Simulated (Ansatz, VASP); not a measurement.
# Two plane-wave programs on Cu

```
Cu
1.0
    -1.42733    1.42733    1.39378
     1.42733   -1.42733    1.39378
     1.42733    1.42733   -1.39378
Cu
1
Direct
  0.00000 0.00000 0.00000
```

Alike in both runs: task single point; functional PBE; k mesh 24 × 24 × 24; occupations gaussian, width 0.15 eV; no spin polarisation.

|  | VASP | Ansatz |
| --- | --- | --- |
| version | VASP 6.6.1 | Ansatz 0.2.0 |
| potentials or method | VASP PAW PBE potentials, release 64 (Cu), cutoff 520 eV | scalar-relativistic, plane waves, PAW |
| valence electrons in the cell | 11 | 19 |

|  | VASP | Ansatz | Ansatz less VASP |
| --- | --- | --- | --- |
| gap on the k mesh at the Fermi level (eV) | none | none | - |
| pressure (GPa) | 9.4 | 8.7 | -0.68 |

A gap of «none» marks a metal or a gap that the smearing closes. With one functional, cell and mesh, what is left measures potentials, basis and numerics. VASP's potentials hold 11 valence electrons a cell and Ansatz's 19, so a difference there can come from the potentials and not from the codes.
